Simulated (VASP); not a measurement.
# MgO (Periclase) (Fm-3m) in VASP: further runs

Aim: see how the results for MgO (Periclase) move with the level of theory and the settings. Levels: PBE, LDA, PBEsol, r2SCAN. Tasks: single point.

Program: VASP 6.6.1. These are calculated values, not measurements. Logs are shortened: lines on timing, memory, paths and dates and some standing lists are left out, and cuts for length are marked.

**The experiment to reproduce.**

From “Electronic structure of alkaline earth and post-transition metal oxides”, 2009, arxiv:0908.1581, for a bulk crystal of MgO: band gap 7.83 eV.

The results are compared with them further down.

### 1 The cell of the first run

It takes space group Fm-3m (No. 225, cubic). Conventional cell: a = 4.204 Å, b = 4.204 Å, c = 4.204 Å, α = 90.00°, β = 90.00°, γ = 90.00°. Mg (site symmetry m-3m) has 6 O at 2.10 Å within 2.8 Å. Within 2.8 Å of O (site symmetry m-3m) lie 6 Mg at 2.10 Å.

### 2 Single point, PBE

Contents of INCAR:

```
SYSTEM = MgO
PREC = Accurate
ENCUT = 520
EDIFF = 1E-6
ISMEAR = -1
SIGMA = 0.02
LREAL = .FALSE.
LASPH = .TRUE.
NELM = 80
ALGO = Normal
ISIF = 2
LWAVE = .FALSE.
LCHARG = .FALSE.
GGA = PE
NBANDS = 11
```

Contents of KPOINTS:

```
Automatic mesh
0
G
  10 10 10
  0 0 0
```

Contents of POSCAR:

```
MgO
1.0
    0.0000000000      2.1021680206      2.1021680206
    2.1021680206      0.0000000000      2.1021680206
    2.1021680206      2.1021680206      0.0000000000
Mg O
1 1
Direct
    0.0000000000      0.0000000000      0.0000000000
    0.5000000000      0.5000000000      0.5000000000
```

Potentials or basis: VASP PAW PBE potentials, release 64 (Mg, O).

The run is started by

```bash
> cat potpaw_PBE.64/Mg/POTCAR potpaw_PBE.64/O/POTCAR > POTCAR
> mpirun -np 1 vasp_std > vasp.out
```

OUTCAR:

```text
SYSTEM = MgO
   PREC = Accurate
   ENCUT = 520
   EDIFF = 1E-6
   ISMEAR = -1
   LREAL = .FALSE.
   LASPH = .TRUE.
   NELM = 80
   ISIF = 2
   GGA = PE

 ion  position               nearest neighbor table
   1  0.000  0.000  0.000-   2 2.10   2 2.10   2 2.10   2 2.10   2 2.10   2 2.10
   2  0.500  0.500  0.500-   1 2.10   1 2.10   1 2.10   1 2.10   1 2.10   1 2.10

  LATTYP: Found a face centered cubic cell.
 ALAT       =     4.2043360412

  Lattice vectors:

 A1 = (   0.0000000000,   2.1021680206,   2.1021680206)
 A2 = (   2.1021680206,   0.0000000000,   2.1021680206)
 A3 = (   2.1021680206,   2.1021680206,   0.0000000000)

Analysis of symmetry for initial positions (statically):
=====================================================================
 Subroutine PRICEL returns:
 Original cell was already a primitive cell.

 Routine SETGRP: Setting up the symmetry group for a
 face centered cubic supercell.

 Subroutine GETGRP returns: Found 48 space group operations
 (whereof 48 operations were pure point group operations)
 out of a pool of 48 trial point group operations.

The static configuration has the point symmetry O_h .

Analysis of symmetry for dynamics (positions and initial velocities):
=====================================================================
 Subroutine PRICEL returns:
 Original cell was already a primitive cell.

 Routine SETGRP: Setting up the symmetry group for a
 face centered cubic supercell.

 Subroutine GETGRP returns: Found 48 space group operations
 (whereof 48 operations were pure point group operations)
 out of a pool of 48 trial point group operations.

The dynamic configuration has the point symmetry O_h .

 Subroutine INISYM returns: Found 48 space group operations
 (whereof 48 operations are pure point group operations),
 and found     1 'primitive' translations

----------------------------------------------------------------------------------------

                                     Primitive cell

  volume of cell :      18.5794

  direct lattice vectors                    reciprocal lattice vectors
     0.000000000  2.102168021  2.102168021    -0.237849684  0.237849684  0.237849684
     2.102168021  0.000000000  2.102168021     0.237849684 -0.237849684  0.237849684
     2.102168021  2.102168021  0.000000000     0.237849684  0.237849684 -0.237849684

  length of vectors
     2.972914525  2.972914525  2.972914525     0.411967738  0.411967738  0.411967738

  position of ions in fractional coordinates (direct lattice)
     0.000000000  0.000000000  0.000000000
     0.500000000  0.500000000  0.500000000

  ion indices of the primitive-cell ions
   primitive index   ion index
                 1           1
                 2           2

----------------------------------------------------------------------------------------

 KPOINTS: Automatic mesh

Automatic generation of k-mesh.
 Grid dimensions read from file:
 generate k-points for:   10   10   10

 Generating k-lattice:

  Cartesian coordinates                     Fractional coordinates (reciprocal lattice)
    -0.023784968  0.023784968  0.023784968     0.100000000  0.000000000  0.000000000
     0.023784968 -0.023784968  0.023784968     0.000000000  0.100000000  0.000000000
     0.023784968  0.023784968 -0.023784968     0.000000000  0.000000000  0.100000000

  Length of vectors
     0.041196774  0.041196774  0.041196774

  Shift w.r.t. Gamma in fractional coordinates (k-lattice)
     0.000000000  0.000000000  0.000000000

 Subroutine IBZKPT returns following result:
 ===========================================

 Found     47 irreducible k-points:

 Following reciprocal coordinates:
            Coordinates               Weight
  0.000000  0.000000  0.000000      1.000000
  0.100000  0.000000  0.000000      8.000000
  0.200000  0.000000  0.000000      8.000000
  0.300000  0.000000  0.000000      8.000000
  0.400000  0.000000  0.000000      8.000000
  0.500000  0.000000  0.000000      4.000000
[... 16 lines left out ...]
  0.300000  0.300000  0.000000      6.000000
  0.400000  0.300000  0.000000     24.000000
 [... further k-points ...]
   k-points           NKPTS =     47   k-points in BZ     NKDIM =     47   number of bands    NBANDS=     11
   number of dos      NEDOS =    301   number of ions     NIONS =      2
   total plane-waves  NPLWV =  13824
   dimension x,y,z NGX =    24 NGY =   24 NGZ =   24
   dimension x,y,z NGXF=    48 NGYF=   48 NGZF=   48
   ions per type =               1   1
   NGX,Y,Z   is equivalent  to a cutoff of  13.42, 13.42, 13.42 a.u.
   NGXF,Y,Z  is equivalent  to a cutoff of  26.84, 26.84, 26.84 a.u.
 SYSTEM =  MgO
   PREC   = accura    normal or accurate (medium, high low for compatibility)
   ISTART =      0    job   : 0-new  1-cont  2-samecut
   ICHARG =      2    charge: 1-file 2-atom 10-const
   ISPIN  =      1    spin polarized calculation?
   LNONCOLLINEAR =      F non collinear calculations
   LSORBIT =      F    spin-orbit coupling
   LASPH  =      T    aspherical Exc in radial PAW
   ENCUT  =  520.0 eV  38.22 Ry    6.18 a.u.   5.53  5.53  5.53*2*pi/ulx,y,z
   NELM   =     80;   NELMIN=  2; NELMDL= -5     # of ELM steps
   EDIFF  = 0.1E-05   stopping-criterion for ELM
   LREAL  =      F    real-space projection
   EDIFFG = 0.1E-04   stopping-criterion for IOM
   NSW    =      0    number of steps for IOM
   IBRION =     -1    ionic relax: 0-MD 1-quasi-New 2-CG
   NFREE  =      0    steps in history (QN), initial steepest desc. (CG)
   ISIF   =      2    stress and relaxation
   ISYM   =      2    0-nonsym 1-usesym 2-fastsym
   POTIM  = 0.5000    time-step for ionic-motion
   TEBEG  =    0.0;   TEEND  =   0.0 temperature during run
   PSTRESS=    0.0 pullay stress
   NELECT =       8.0000    total number of electrons
   NUPDOWN=      -1.0000    fix difference up-down
   EMIN   =  10.00;   EMAX   =-10.00  energy-range for DOS
   EFERMI =   0.00;   METHOD = LEGACY
   ISMEAR =    -1;   SIGMA  =   0.02  broadening in eV -4-tet -1-fermi 0-gaus
   EFERMI_NEDOS =   21; number of points for ismear=-14 and -15
   IALGO  =     38    algorithm
   IMIX   =      4    mixing-type and parameters
     AMIX     =   0.40;   BMIX     =  1.00
     AMIX_MAG =   1.60;   BMIX_MAG =  1.00
  volume/ion in A,a.u.               =       9.29        62.69
  Fermi-wavevector in a.u.,A,eV,Ry     =   1.236215  2.336108 20.792804  1.528228
  Thomas-Fermi vector in A             =   2.370833
   LORBIT       =      0    0 simple, 1 ext, 2 COOP (PROOUT), +10 PAW based schemes
   GGA     = PE    functional components
   LHFCALC =     F    Hartree Fock is set to
   AEXX    =    0.0000 exact exchange contribution
   IVDW    =     0    specifies the selected vdW correction
   LEPSILON=     F    determine dielectric tensor
   LRPA    =     F    only Hartree local field effects (RPA)
 non-spin polarized calculation
  energy-cutoff  :      520.00
  volume of cell :       18.58
 maximum number of plane-waves:       531
 NGX is ok and might be reduce to    24
   NGX = 11   NGY = 11   NGZ = 11

 number of electron       8.0000004 magnetization

 Free energy of the ion-electron system (eV)
  ---------------------------------------------------
  ext. energy  EPLUGINS =         0.00000000
  ---------------------------------------------------
  free energy    TOTEN  =       -11.90258836 eV

  energy without entropy =      -11.90258836  energy(sigma->0) =      -11.90258836

 E-fermi :   3.6590     XC(G=0): -11.1048

 val. band max:        3.2285312186   @ k =   0.0000   0.0000   0.0000
 cond. band min:       8.0086961099   @ k =   0.0000   0.0000   0.0000
 fundamental gap:      4.7801648913
 Fermi energy:         3.6589936249

 k-point     1 :       0.0000    0.0000    0.0000
  band No.  band energies     occupation
      1     -14.0633      2.00000
      2       3.2285      2.00000
      3       3.2285      2.00000
      4       3.2285      2.00000
      5       8.0087      0.00000
      6      19.0594      0.00000
      7      19.0594      0.00000
      8      19.0594      0.00000
      9      22.9906      0.00000
     10      24.7714      0.00000
     11      24.7714      0.00000

 k-point     2 :       0.1000    0.0000    0.0000
  band No.  band energies     occupation
      1     -13.9565      2.00000
      2       2.5757      2.00000
      3       3.1603      2.00000
      4       3.1603      2.00000
      5       8.6369      0.00000
      6      17.8085      0.00000
      7      19.3015      0.00000
      8      19.3015      0.00000
      9      24.0515      0.00000
     10      24.0515      0.00000
     11      24.6580      0.00000

 k-point     3 :       0.2000    0.0000    0.0000
  band No.  band energies     occupation
      1     -13.6629      2.00000
      2       1.2494      2.00000
      3       2.9876      2.00000
      4       2.9876      2.00000
      5       9.8327      0.00000
      6      16.2978      0.00000
      7      19.7926      0.00000
      8      19.7926      0.00000
      9      23.3618      0.00000
     10      23.3618      0.00000
     11      25.5824      0.00000

 k-point     4 :       0.3000    0.0000    0.0000
  band No.  band energies     occupation
      1     -13.2665      2.00000
      2      -0.0798      2.00000
      3       2.7845      2.00000
      4       2.7845      2.00000
      5      10.7641      0.00000
      6      15.6214      0.00000
      7      19.9182      0.00000
      8      19.9182      0.00000
      9      23.8063      0.00000
     10      23.8063      0.00000
     11      24.9681      0.00000
[... 239 lines left out ...]
 k-point    22 :      -0.2000    0.2000    0.0000
  band No.  band energies     occupation
      1     -13.1488      2.00000
      2       0.1186      2.00000
      3       1.8842      2.00000
      4       2.7806      2.00000
      5      11.7277      0.00000
      6      15.1651      0.00000
      7      18.4022      0.00000
      8      21.0895      0.00000
      9      21.7471      0.00000
     10      24.6586      0.00000
     11      28.1632      0.00000

 k-point    23 :       0.3000    0.3000    0.0000
  band No.  band energies     occupation
      1     -13.0625      2.00000
      2       0.0630      2.00000
      3       2.2860      2.00000
      4       2.2860      2.00000
      5      12.1395      0.00000
      6      13.6733      0.00000
      7      17.7195      0.00000
      8      21.2330      0.00000
      9      21.2330      0.00000
     10      27.4354      0.00000
     11      30.7238      0.00000

 k-point    24 :       0.4000    0.3000    0.0000
  band No.  band energies     occupation
      1     -12.8125      2.00000
      2      -0.3645      2.00000
      3       1.9178      2.00000
      4       2.1378      2.00000
      5      12.8537      0.00000
      6      13.4285      0.00000
      7      16.8899      0.00000
      8      21.4804      0.00000
      9      21.6879      0.00000
     10      28.1843      0.00000
     11      30.3191      0.00000

 [... further k-points ...]
[... 5 lines left out ...]
  --------------------------------------------------------------------------------------
  -------------------------------------------------------------------------------------
  Total        0.5667159      0.5667159      0.5667159     -0.0000000      0.0000000      0.0000000
  in kB       48.8701507     48.8701507     48.8701507     -0.0000000      0.0000000      0.0000000
  external PRESSURE =      48.8701507 kB  Pullay stress =       0.0000000 kB

 VOLUME and BASIS-vectors are now :
 -----------------------------------------------------------------------------
  energy-cutoff  :      520.00
  volume of cell :       18.58
      direct lattice vectors                 reciprocal lattice vectors
     0.000000000  2.102168021  2.102168021    -0.237849684  0.237849684  0.237849684
     2.102168021  0.000000000  2.102168021     0.237849684 -0.237849684  0.237849684
     2.102168021  2.102168021  0.000000000     0.237849684  0.237849684 -0.237849684

 POSITION                                       TOTAL-FORCE (eV/Angst)
 -----------------------------------------------------------------------------------
      0.00000      0.00000      0.00000        -0.000000     -0.000000     -0.000000
      2.10217      2.10217      2.10217         0.000000      0.000000      0.000000
 -----------------------------------------------------------------------------------
    total drift:                               -0.000000     -0.000000      0.000000

  FREE ENERGIE OF THE ION-ELECTRON SYSTEM (eV)
  ---------------------------------------------------
  free  energy   TOTEN  =       -11.9025883633 eV

  energy  without entropy=      -11.9025883633  energy(sigma->0) =      -11.90258836
```

Wall time 6.5 s (1 thread of AMD EPYC 9R45 (Zen 5), shared host); peak memory 0.11 GiB.

Results:

- Free energy: -11.9026 eV
- Pressure: 4.9 GPa
- Band gap on the k mesh: 4.78 eV, direct

### 3 Single point, LDA

Contents of INCAR:

```
SYSTEM = MgO
PREC = Accurate
ENCUT = 520
EDIFF = 1E-6
ISMEAR = 0
SIGMA = 0.01
LREAL = .FALSE.
LASPH = .TRUE.
NELM = 80
ALGO = Normal
ISIF = 2
LWAVE = .FALSE.
LCHARG = .TRUE.
LELF = .TRUE.
LVHAR = .TRUE.
NBANDS = 11
```

Contents of KPOINTS:

```
regular mesh
0
G
  10 10 10
  0 0 0
```

POSCAR is that of step 2.

Potentials or basis: VASP PAW LDA potentials, release 64 (Mg, O).

The run is started by

```bash
> cat potpaw_LDA.64/Mg/POTCAR potpaw_LDA.64/O/POTCAR > POTCAR
> mpirun -np 1 vasp_std > vasp.out
```

Run time: 5.8 s. Hardware: 1 thread of AMD EPYC 9R45 (Zen 5), shared host; peak memory 0.1 GiB.

The run converged. Its results:

```yaml
Free_energy: -13.4294 eV
Pressure: -6.9 GPa
Band_gap_on_the_k_mesh: 4.71 eV, direct
```

Levels at points of the mesh, in eV from the valence-band top:
```
           k point  band 1  band 2  band 3  band 4  band 5  band 6  band 7  band 8  band 9
(0.00, 0.00, 0.00)  -17.03    0.00    0.00    0.00    4.71   15.56   15.56   15.56   19.59
(0.50, 0.00, 0.00)  -15.66   -4.72   -0.67   -0.67    7.77   12.46   16.05   16.05   20.64
(0.50, 0.50, 0.00)  -15.39   -4.18   -1.38   -1.38    8.90    9.76   12.95   18.72   18.72
```

### 4 Single point, PBEsol

This run uses another cell than the first one, of 9.36 Å³/atom, 1.007 times its volume.

Contents of INCAR:

```
PREC = Accurate
ENCUT = 520
EDIFF = 1E-6
ISMEAR = -1
SIGMA = 0.02
LREAL = False
LASPH = True
NELM = 60
ALGO = Normal
ISIF = 2
LWAVE = False
LCHARG = False
GGA = PS
NBANDS = 11
```

Contents of KPOINTS:

```
regular mesh
0
Gamma
  10 10 10
```

Contents of POSCAR:

```
MgO
1.0
    0.0000000000      2.1070911043      2.1070911043
    2.1070911043      0.0000000000      2.1070911043
    2.1070911043      2.1070911043      0.0000000000
Mg O
1 1
Direct
    0.0000000000      0.0000000000      0.0000000000
    0.5000000000      0.5000000000      0.5000000000
```

Potentials or basis: VASP PAW PBE potentials, release 64 (Mg, O).

The run is started by

```bash
> cat potpaw_PBE.64/Mg/POTCAR potpaw_PBE.64/O/POTCAR > POTCAR
> mpirun -np 1 vasp_std > vasp.out
```

It took 6.4 s on 1 thread of AMD EPYC 9R45 (Zen 5), shared host; peak memory 0.11 GiB.

It converged, with:

```
Free energy            : -12.5125 eV
Pressure               : -0.5 GPa
Band gap on the k mesh : 4.62 eV, direct
```

Levels at points of the mesh, in eV from the valence-band top:
| k point | band 2 | band 3 | band 4 | band 5 | band 6 | band 7 |
| --- | --- | --- | --- | --- | --- | --- |
| (0.00, 0.00, 0.00) | 0.00 | 0.00 | 0.00 | 4.62 | 15.62 | 15.62 |
| (0.50, 0.00, 0.00) | -4.67 | -0.66 | -0.66 | 7.74 | 12.49 | 16.16 |
| (0.50, 0.50, 0.00) | -4.14 | -1.36 | -1.36 | 8.92 | 9.86 | 12.96 |

Caveat: the PAW data sets were made with another functional, which shifts forces and pressure a little.

[end of part 1 of 2]
